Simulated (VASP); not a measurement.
# Pt (Fm-3m) in VASP: further runs, part 2 of 2

VASP 6.6.1. Earlier steps stand in the parts before.

## 3. Relaxation of cell and atoms, PBE

This run uses another cell than the first one, of 15.61 Å³/atom, 0.998 times its volume.

The input, INCAR:

```
PREC     = Accurate       # precision mode
ENCUT    = 600            # plane-wave cutoff, eV
EDIFF    = 1E-6           # SCF threshold, eV
ISMEAR   = 0              # smearing method
SIGMA    = 0.1            # smearing width, eV
LREAL    = False          # projectors in reciprocal space
LASPH    = True           # aspherical terms in the spheres
NELM     = 60             # most SCF steps
ALGO     = Normal         # electronic algorithm
ISIF     = 3              # what is computed and relaxed
LWAVE    = False          # write WAVECAR
LCHARG   = False          # write CHGCAR
GGA      = PE             # functional
IBRION   = 2              # ionic algorithm
NSW      = 100            # ionic steps
EDIFFG   = -0.005         # ionic threshold
```

The input, KPOINTS:

```
Automatic mesh
0
Gamma
  18 18 18
```

The input, POSCAR:

```
Pt
1.0
    0.0000000000      1.9836737127      1.9836737127
    1.9836737127      0.0000000000      1.9836737127
    1.9836737127      1.9836737127      0.0000000000
Pt
1
Direct
    0.0000000000      0.0000000000      0.0000000000
```

Potentials or basis: VASP PAW PBE potentials, release 64 (Pt).

Started as:

```
$ cat potpaw_PBE.64/Pt/POTCAR > POTCAR
$ mpirun -np 1 vasp_std > vasp.out
```

OUTCAR:

```text
PREC = Accurate
   ENCUT = 600
   EDIFF = 1E-6
   ISMEAR = 0
   LREAL = False
   LASPH = True
   NELM = 60
   ISIF = 3
   GGA = PE
   IBRION = 2
   NSW = 100
   EDIFFG = -0.005

 ion  position               nearest neighbor table
   1  0.000  0.000  0.000-

  LATTYP: Found a face centered cubic cell.
 ALAT       =     3.9673474254

  Lattice vectors:

 A1 = (   0.0000000000,   1.9836737127,   1.9836737127)
 A2 = (   1.9836737127,   0.0000000000,   1.9836737127)
 A3 = (   1.9836737127,   1.9836737127,   0.0000000000)

Analysis of symmetry for initial positions (statically):
=====================================================================
 Subroutine PRICEL returns:
 Original cell was already a primitive cell.

 Routine SETGRP: Setting up the symmetry group for a
 face centered cubic supercell.

 Subroutine GETGRP returns: Found 48 space group operations
 (whereof 48 operations were pure point group operations)
 out of a pool of 48 trial point group operations.

The static configuration has the point symmetry O_h .

Analysis of symmetry for dynamics (positions and initial velocities):
=====================================================================
 Subroutine PRICEL returns:
 Original cell was already a primitive cell.

 Routine SETGRP: Setting up the symmetry group for a
 face centered cubic supercell.

 Subroutine GETGRP returns: Found 48 space group operations
 (whereof 48 operations were pure point group operations)
 out of a pool of 48 trial point group operations.

The dynamic configuration has the point symmetry O_h .

 Subroutine INISYM returns: Found 48 space group operations
 (whereof 48 operations are pure point group operations),
 and found     1 'primitive' translations

----------------------------------------------------------------------------------------

                                     Primitive cell

  volume of cell :      15.6114

  direct lattice vectors                    reciprocal lattice vectors
     0.000000000  1.983673713  1.983673713    -0.252057582  0.252057582  0.252057582
     1.983673713  0.000000000  1.983673713     0.252057582 -0.252057582  0.252057582
     1.983673713  1.983673713  0.000000000     0.252057582  0.252057582 -0.252057582

  length of vectors
     2.805338268  2.805338268  2.805338268     0.436576539  0.436576539  0.436576539

  position of ions in fractional coordinates (direct lattice)
     0.000000000  0.000000000  0.000000000

  ion indices of the primitive-cell ions
   primitive index   ion index
                 1           1

----------------------------------------------------------------------------------------

 KPOINTS: Automatic mesh

Automatic generation of k-mesh.
 Grid dimensions read from file:
 generate k-points for:   18   18   18

 Generating k-lattice:

[... 22 lines left out ...]
  0.222222  0.000000  0.000000      8.000000
  0.277778  0.000000  0.000000      8.000000
[... 16 lines left out ...]
 -0.277778  0.055556  0.000000     24.000000
 -0.222222  0.055556  0.000000     24.000000
 [... further k-points ...]
   k-points           NKPTS =    195   k-points in BZ     NKDIM =    195   number of bands    NBANDS=      9
   number of dos      NEDOS =    301   number of ions     NIONS =      1
   total plane-waves  NPLWV =  13824
   dimension x,y,z NGX =    24 NGY =   24 NGZ =   24
   dimension x,y,z NGXF=    48 NGYF=   48 NGZF=   48
   ions per type =               1
   NGX,Y,Z   is equivalent  to a cutoff of  14.22, 14.22, 14.22 a.u.
   NGXF,Y,Z  is equivalent  to a cutoff of  28.45, 28.45, 28.45 a.u.
 SYSTEM =  unknown system
   PREC   = accura    normal or accurate (medium, high low for compatibility)
   ISTART =      0    job   : 0-new  1-cont  2-samecut
   ICHARG =      2    charge: 1-file 2-atom 10-const
   ISPIN  =      1    spin polarized calculation?
   LNONCOLLINEAR =      F non collinear calculations
   LSORBIT =      F    spin-orbit coupling
   LASPH  =      T    aspherical Exc in radial PAW
   ENCUT  =  600.0 eV  44.10 Ry    6.64 a.u.   5.60  5.60  5.60*2*pi/ulx,y,z
   NELM   =     60;   NELMIN=  2; NELMDL= -5     # of ELM steps
   EDIFF  = 0.1E-05   stopping-criterion for ELM
   LREAL  =      F    real-space projection
   EDIFFG = -.5E-02   stopping-criterion for IOM
   NSW    =    100    number of steps for IOM
   IBRION =      2    ionic relax: 0-MD 1-quasi-New 2-CG
   NFREE  =      1    steps in history (QN), initial steepest desc. (CG)
   ISIF   =      3    stress and relaxation
   ISYM   =      2    0-nonsym 1-usesym 2-fastsym
   POTIM  = 0.5000    time-step for ionic-motion
   TEBEG  =    0.0;   TEEND  =   0.0 temperature during run
   PSTRESS=    0.0 pullay stress
   NELECT =      10.0000    total number of electrons
   NUPDOWN=      -1.0000    fix difference up-down
   EMIN   =  10.00;   EMAX   =-10.00  energy-range for DOS
   EFERMI =   0.00;   METHOD = LEGACY
   ISMEAR =     0;   SIGMA  =   0.10  broadening in eV -4-tet -1-fermi 0-gaus
   EFERMI_NEDOS =   21; number of points for ismear=-14 and -15
   IALGO  =     38    algorithm
   IMIX   =      4    mixing-type and parameters
     AMIX     =   0.40;   BMIX     =  1.00
     AMIX_MAG =   1.60;   BMIX_MAG =  1.00
  volume/ion in A,a.u.               =      15.61       105.35
  Fermi-wavevector in a.u.,A,eV,Ry     =   1.411220  2.666818 27.096556  1.991541
  Thomas-Fermi vector in A             =   2.533093
   LORBIT       =      0    0 simple, 1 ext, 2 COOP (PROOUT), +10 PAW based schemes
   GGA     = PE    functional components
   LHFCALC =     F    Hartree Fock is set to
   AEXX    =    0.0000 exact exchange contribution
   IVDW    =     0    specifies the selected vdW correction
   LEPSILON=     F    determine dielectric tensor
   LRPA    =     F    only Hartree local field effects (RPA)
 conjugate gradient relaxation of ions
 non-spin polarized calculation
 Gauss-broadening in eV      SIGMA  =   0.10
  energy-cutoff  :      600.00
  volume of cell :       15.61
 maximum number of plane-waves:       544
   NGX = 11   NGY = 11   NGZ = 11

--------------------------------------- Ionic step        1  -------------------------------------------

 number of electron      10.0000002 magnetization

 Free energy of the ion-electron system (eV)
  ---------------------------------------------------
  ext. energy  EPLUGINS =         0.00000000
  ---------------------------------------------------
  free energy    TOTEN  =        -6.10024094 eV

  energy without entropy =       -6.08900133  energy(sigma->0) =       -6.09462113

------------------------ aborting loop because EDIFF is reached ----------------------------------------

  FORCE on cell =-STRESS in cart. coord.  units (eV):
  Direction    XX          YY          ZZ          XY          YZ          ZX
  --------------------------------------------------------------------------------------
  -------------------------------------------------------------------------------------
  Total        0.0113357      0.0113357      0.0113357      0.0000000      0.0000000     -0.0000000
  in kB        1.1633676      1.1633676      1.1633676      0.0000000      0.0000000     -0.0000000
  external PRESSURE =       1.1633676 kB  Pullay stress =       0.0000000 kB
[... 57 lines left out ...]
--------------------------------------- Ionic step        3  -------------------------------------------

 number of electron      10.0000002 magnetization

 Free energy of the ion-electron system (eV)
  ---------------------------------------------------
  ext. energy  EPLUGINS =         0.00000000
  ---------------------------------------------------
  free energy    TOTEN  =        -6.10024273 eV

  energy without entropy =       -6.08899505  energy(sigma->0) =       -6.09461889

 E-fermi :  10.6031     XC(G=0): -13.2810

 val. band max:       10.6028420424   @ k =  -0.3333   0.3889   0.1111
 cond. band min:      10.6139673297   @ k =   0.4444   0.1111   0.0000
 fundamental gap:      0.0111252874
 Fermi energy:        10.6031407101

 k-point     1 :       0.0000    0.0000    0.0000
  band No.  band energies     occupation
      1       0.7758      2.00000
      2       7.0237      2.00000
      3       7.0237      2.00000
      4       7.0237      2.00000
      5       9.0570      2.00000
      6       9.0570      2.00000
      7      25.3351      0.00000
      8      30.1036      0.00000
      9      30.1036      0.00000
[... 265 lines left out ...]
 k-point    24 :      -0.2222    0.0556    0.0000
  band No.  band energies     occupation
      1       2.7652      2.00000
      2       6.5619      2.00000
      3       7.3970      2.00000
      4       7.4606      2.00000
      5       8.8809      2.00000
      6       9.5211      2.00000
      7      24.0917      0.00000
      8      27.0746      0.00000
      9      31.3022      0.00000

 [... further k-points ...]
[... 5 lines left out ...]
  --------------------------------------------------------------------------------------
  -------------------------------------------------------------------------------------
  Total       -0.0011718     -0.0011718     -0.0011718      0.0000000      0.0000000      0.0000000
  in kB       -0.1202055     -0.1202055     -0.1202055      0.0000000      0.0000000      0.0000000
  external PRESSURE =      -0.1202055 kB  Pullay stress =       0.0000000 kB
[... 16 lines left out ...]
  FREE ENERGIE OF THE ION-ELECTRON SYSTEM (eV)
  ---------------------------------------------------
  free  energy   TOTEN  =        -6.1002427250 eV

  energy  without entropy=       -6.0889950498  energy(sigma->0) =       -6.09461889

 reached required accuracy - stopping structural energy minimisation
```

Run time: 27 s. Hardware: 1 thread of Intel Xeon Platinum 8259CL at 2.50GHz (Skylake/Cascade Lake), shared host; peak memory 0.17 GiB.

Results:

* Free energy: -6.1002 eV
* Relaxed volume: 15.62 Å³/atom
* Relaxed cell: a = 2.806 Å, b = 2.806 Å, c = 2.806 Å, α = 60.00°, β = 60.00°, γ = 60.00°
* Space group after relaxing (to 0.05 Å): Fm-3m (No. 225)
* Energy gained by relaxing: 0.0 meV/atom
* Ionic steps: 3
* Pressure after relaxing: 0.0 GPa
* Band gap on the k mesh: zero (band 5 reaches 11.06 eV, above the bottom of band 6 at 8.96 eV)

Final structure:
```
Pt
1.0
     0.00000    1.98399    1.98399
     1.98399    0.00000    1.98399
     1.98399    1.98399    0.00000
Pt
1
Direct
  0.00000 0.00000 0.00000
```

Caveat: spin-orbit coupling is left out, which moves the levels of the heavy elements.

## 4. Single point, PBE

The input, INCAR:

```
SYSTEM = Pt
PREC = Accurate
ENCUT = 520
EDIFF = 1E-6
ISMEAR = 0
SIGMA = 0.1
LREAL = .FALSE.
LASPH = .TRUE.
NELM = 60
ALGO = Fast
ISIF = 2
LWAVE = .FALSE.
LCHARG = .FALSE.
GGA = PE
NBANDS = 11
ISYM = 0
```

The input, KPOINTS:

```
Automatic mesh
0
G
  12 12 17
  0 0 0
```

The input, POSCAR:

```
Pt
1.0
    2.8072933492      0.0000000000      0.0000000000
    0.0000000000      2.8072933492      0.0000000000
    1.4036466746      1.4036466746      1.9850561640
Pt
1
Direct
    0.0000000000      0.0000000000      0.0000000000
```

Started as:

```
$ cat potpaw_PBE.64/Pt/POTCAR > POTCAR
$ mpirun -np 1 vasp_std > vasp.out
```

Wall time 1.9 min (1 thread of Intel Xeon Platinum 8259CL at 2.50GHz (Skylake/Cascade Lake), shared host); peak memory 0.33 GiB.

The run converged. Its results:

- Free energy: -6.1040 eV
- Pressure: -0.4 GPa
- Band gap on the k mesh: zero (band 5 reaches 11.03 eV, above the bottom of band 6 at 8.94 eV)

Levels at points of the mesh, in eV from the Fermi level:
```
           k point  band 3  band 4  band 5  band 6  band 7  band 8
(0.00, 0.00, 0.00)   -3.57   -3.57   -1.54   -1.54   14.73   19.49
(0.50, 0.00, 0.00)   -3.63   -0.33    0.03    0.03    5.57   14.29
(0.00, 0.50, 0.00)   -3.63   -0.33    0.03    0.03    5.57   14.29
(0.50, 0.50, 0.00)    0.00    0.45    0.46    1.85    8.49   11.27
```

Caveat: spin-orbit coupling is left out, which moves the levels of the heavy elements.

## 5. Summary

```tsv
task	cell	k mesh	cutoff (eV)	gap on the mesh (eV)	pressure (GPa)
single point	a = 2.807 Å, angles 60.0°, 1 atom	18 × 18 × 18	520	none	-0.5
relaxation of cell and atoms	relaxed from a = 2.805 Å, angles 60.0°, 1 atom	18 × 18 × 18	600	none	0.0
single point	a = 2.807 Å, angles 60.0, 60.0, 90.0°, 1 atom	12 × 12 × 17	520	none	-0.4
```

Alike in all rows: level PBE; potentials or basis VASP PAW PBE potentials, release 64 (Pt); no spin polarisation; smearing gaussian 0.1 eV.

Caveats: spin-orbit coupling is left out, which moves the levels of the heavy elements.

Total energies depend on the potentials used, so only differences within one code and one set of settings carry meaning.
